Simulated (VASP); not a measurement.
Set up this calculation in VASP 6.6.1, as the native input.

```yaml
Task: relaxation of cell and atoms
Functional: PBE
Potentials_or_basis: VASP PAW PBE potentials, release 64 (Si)
Cutoff: 600 eV
k_mesh: 12 × 12 × 8
Occupations: gaussian, width 0.1 eV
Spin: no spin polarisation
Dipole_correction: no
Further_INCAR_settings: ALGO = Normal; EDIFF = 1e-06; IBRION = 2; EDIFFG = -0.01; NSW = 80; ISIF = 3
```

The structure of Si lies in POSCAR:

```
Si
1.0
    3.9493894222      0.0000000000      0.0000000000
   -1.9746947111      3.4202715691      0.0000000000
    0.0000000000      0.0000000000      6.0161568835
Si
4
Direct
    0.0000000000      0.0000000000      0.2500000000
    0.0000000000      0.0000000000      0.7500000000
    0.3333333333      0.6666666667      0.2500000000
    0.6666666667      0.3333333333      0.7500000000
```

These files were run (other wordings do the same):

INCAR

```
PREC = Accurate ; ENCUT = 600
EDIFF = 1E-6 ; ISMEAR = 0
SIGMA = 0.1 ; LREAL = False
LASPH = True ; NELM = 80
ALGO = Normal ; ISIF = 3
LWAVE = False ; LCHARG = False
GGA = PE ; IBRION = 2
NSW = 80 ; EDIFFG = -0.01
```

KPOINTS

```
Automatic mesh
0
Gamma
  12 12 8
```

Potentials or basis: VASP PAW PBE potentials, release 64 (Si).

Command:

```bash
$ cat potpaw_PBE.64/Si/POTCAR > POTCAR
$ mpirun -np 1 vasp_std > vasp.out
```

It gave:

- Relaxed volume: 18.44 Å³/atom
- Relaxed cell: a = 4.087 Å, b = 4.087 Å, c = 5.100 Å, α = 90.00°, β = 90.00°, γ = 120.00°
- Space group after relaxing (to 0.05 Å): P6_3/mmc (No. 194)
- Energy gained by relaxing: 59.9 meV/atom
- Ionic steps: 19
- Pressure after relaxing: 0.1 GPa
- Band gap on the k mesh: zero (band 8 reaches 8.26 eV, above the bottom of band 9 at 5.91 eV)

Run time: 25 min on 1 thread of AMD EPYC 7R13, with other jobs on the host, peak memory 0.24 GiB.
